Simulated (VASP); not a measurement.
Zn:

```
CELL_PARAMETERS angstrom
0.00000 1.71296 1.71296
1.71296 0.00000 1.71296
1.71296 1.71296 0.00000
ATOMIC_POSITIONS crystal
Zn 0.00000 0.00000 0.00000
```

This isn't the form of Zn at room conditions, which is hcp.

```yaml
Program: VASP 6.6.1
Task: relaxation of cell and atoms
Functional: PBEsol
Potentials_or_basis: VASP PAW PBE potentials, release 64 (Zn)
Cutoff: 600 eV
k_mesh: 10 × 10 × 10
Occupations: gaussian, width 0.1 eV
Spin: no spin polarisation
```

At the start: pressure 73.6 GPa; volume 10.05 Å³/atom.

Where does the relaxation end?

Over 3 steps the energy falls by 665.4 meV/atom and the volume is 14.12 Å³/atom (+40.5 %); space group Fm-3m (No. 225, to 0.1 Å) before and after.

Step by step:
| step | energy change (eV) | largest force (eV/Å) | pressure (GPa) | volume (Å³) |
| --- | --- | --- | --- | --- |
| 1 | 0.0000 | 0.0000 | 73.55 | 10.05 |
| 2 | -0.4625 | 0.0000 | -11.82 | 18.37 |
| 3 | -0.6654 | 0.0000 | -0.17 | 14.12 |

Final structure:
```yaml
crystal:
  lattice:
    - [0.00000, 1.91848, 1.91848]
    - [1.91848, 0.00000, 1.91848]
    - [1.91848, 1.91848, 0.00000]
  atoms:
    - { symbol: Zn, position: [0.00000, 0.00000, 0.00000] }
```

Caveat: the volume moved by over 15 % at a fixed basis, so the end points are rough; the PAW data sets were made with another functional, which shifts forces and pressure a little.
